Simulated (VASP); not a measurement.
Crystal: P.

```
P
1.0
     3.25730    0.00000    0.00000
    -1.62865    2.82090    0.00000
     0.00000    0.00000    3.04354
P
1
Direct
  0.00000 0.00000 0.00000
```

This isn't the form of P at room conditions, which is orthorhombic.

```yaml
Program: VASP 6.6.1
Task: relaxation of cell and atoms
Functional: r2SCAN
Potentials_or_basis: VASP PAW PBE potentials, release 64 (P)
Cutoff: 600 eV
k_mesh: 6 × 6 × 6
Occupations: gaussian, width 0.1 eV
Spin: no spin polarisation
```

At the start: pressure -18.1 GPa; volume 27.97 Å³/atom.

Question: How do energy, volume and symmetry change on relaxing?

Answer: Over 10 steps the energy falls by 1235.7 meV/atom and the volume is 14.39 Å³/atom (-48.5 %); space group P6/mmm (No. 191, to 0.1 Å) before and after.

The path:
| step | energy change (eV) | largest force (eV/Å) | pressure (GPa) | volume (Å³) |
| --- | --- | --- | --- | --- |
| 1 | 0.0000 | 0.0000 | -18.07 | 27.97 |
| 2 | -1.1283 | 0.0000 | -7.50 | 17.00 |
| 3 | -1.1506 | 0.0000 | -3.79 | 16.00 |
| 4 | -1.1511 | 0.0000 | -1.89 | 15.63 |
| 5 | -1.2283 | 0.0000 | 0.81 | 14.26 |
| 6 | -1.2228 | 0.0000 | 4.93 | 13.73 |
| 7 | -1.2321 | 0.0000 | 2.26 | 14.06 |
| 8 | -1.2321 | 0.0000 | 2.56 | 14.02 |
| 9 | -1.2351 | 0.0000 | -0.92 | 14.53 |
| 10 | -1.2357 | 0.0000 | 0.04 | 14.39 |

Final structure:
```yaml
crystal:
  lattice:
    - [2.58708, 0.00000, 0.00000]
    - [-1.29354, 2.24048, 0.00000]
    - [0.00000, 0.00000, 2.48258]
  atoms:
    - { symbol: P, position: [0.00000, 0.00000, 0.00000] }
```

Caveat: the k points lie up to 0.47 Å⁻¹ apart in the final cell, too coarse for converged energies and pressures of a metal; the volume moved by over 15 % at a fixed basis, so the end points are rough; the PAW data sets were made with another functional, which shifts forces and pressure a little.
